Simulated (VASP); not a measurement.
Set up this calculation in VASP 6.6.1, as the native input.

| Quantity | Value |
| --- | --- |
| Task | single point |
| Functional | LDA |
| Potentials or basis | VASP PAW LDA potentials, release 64 (B, As) |
| Cutoff | 500 eV |
| k mesh | 8 × 8 × 8 |
| Occupations | gaussian, width 0.01 eV |
| Spin | no spin polarisation |
| Dipole correction | no |
| Further INCAR settings | ALGO = Normal; EDIFF = 1e-06; NBANDS = 11 |

The structure of BAs lies in POSCAR:

```
BAs
1.0
    0.0000000000      2.3423282262      2.3782047869
    2.3423282262      0.0000000000      2.3782047869
    2.3423282262      2.3423282262      0.0000000000
B As
1 1
Direct
    0.0000000000      0.0000000000      0.0000000000
    0.2500000000      0.2500000000      0.2500000000
```

The input as run:

INCAR

```
PREC = Accurate
ENCUT = 500
EDIFF = 1E-6
ISMEAR = 0
SIGMA = 0.01
LREAL = F
LASPH = T
NELM = 120
ALGO = Normal
ISIF = 2
LWAVE = F
LCHARG = T
GGA = CA
LELF = T
LVHAR = T
NBANDS = 11
GGA_COMPAT = F
```

KPOINTS

```
regular mesh
0
Gamma
  8 8 8
```

Potentials or basis: VASP PAW LDA potentials, release 64 (B, As).

Command:

```bash
$ cat potpaw_LDA.64/B/POTCAR potpaw_LDA.64/As/POTCAR > POTCAR
$ mpirun -np 1 vasp_std > vasp.out
```

Results of the run:

```json
{"Pressure": "3.3 GPa", "Band gap on the k mesh": "0.98 eV (least direct gap 3.22 eV)"}
```

Caveat: the cell stands under pressure.

It took 18 s on 1 thread of AMD EPYC 7R13 (shared host), peak memory 0.14 GiB.
